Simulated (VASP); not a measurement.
The system is SmZn3I2.

```
Sm Zn I
1.0
    -3.16769    3.16769    4.33987
     3.16769   -3.16769    4.33987
     3.16769    3.16769   -4.33987
Sm Zn I
1 3 2
Direct
  0.00000 0.00000 0.00000
  0.72535 0.72535 0.00000
  0.27465 0.27465 0.00000
  0.50000 0.50000 0.00000
  0.75000 0.25000 0.50000
  0.25000 0.75000 0.50000
```

The cell was generated, and may not be a known phase.

- Program: VASP 6.6.1
- Task: relaxation of cell and atoms
- Functional: PBE
- Potentials or basis: VASP PAW PBE potentials, release 64 (Sm_3, Zn, I), 4f in core
- Cutoff: 500 eV
- k mesh: 4 × 4 × 4
- Occupations: gaussian, width 0.2 eV
- Spin: no spin polarisation

At the start: pressure 12.7 GPa; volume 29.03 Å³/atom.

Question: How do energy, volume and symmetry change on relaxing?

Answer: Over 8 steps the energy falls by 578.7 meV/atom and the volume is 33.39 Å³/atom (+15.0 %); space group I4/mmm (No. 139, to 0.1 Å) before and after.

Step by step:
```csv
step,energy change (eV),largest force (eV/Å),pressure (GPa),volume (Å³)
1,0.0000,2.6737,12.74,174.19
2,-2.8146,0.3780,-2.28,231.73
3,-3.3511,0.9026,-0.01,206.57
4,-3.3509,0.8943,-0.44,209.43
5,-3.3539,0.9004,-0.27,208.24
6,-3.4208,0.5616,-0.44,207.04
7,-3.4605,0.0748,-0.59,205.07
8,-3.4720,0.0730,-0.02,200.31
```

Final structure:
```
Sm Zn I
1.0
    -3.09018    3.09018    5.24419
     3.09018   -3.09018    5.24419
     3.09018    3.09018   -5.24419
Sm Zn I
1 3 2
Direct
  0.00000 0.00000 0.00000
  0.72475 0.72475 0.00000
  0.27525 0.27525 0.00000
  0.50000 0.50000 0.00000
  0.75000 0.25000 0.50000
  0.25000 0.75000 0.50000
```

Caveat: the run has no spin polarisation, though such a crystal can be magnetic; the relaxation stopped at a loose force limit of 0.08 eV/Å, so its end isn't a converged minimum.
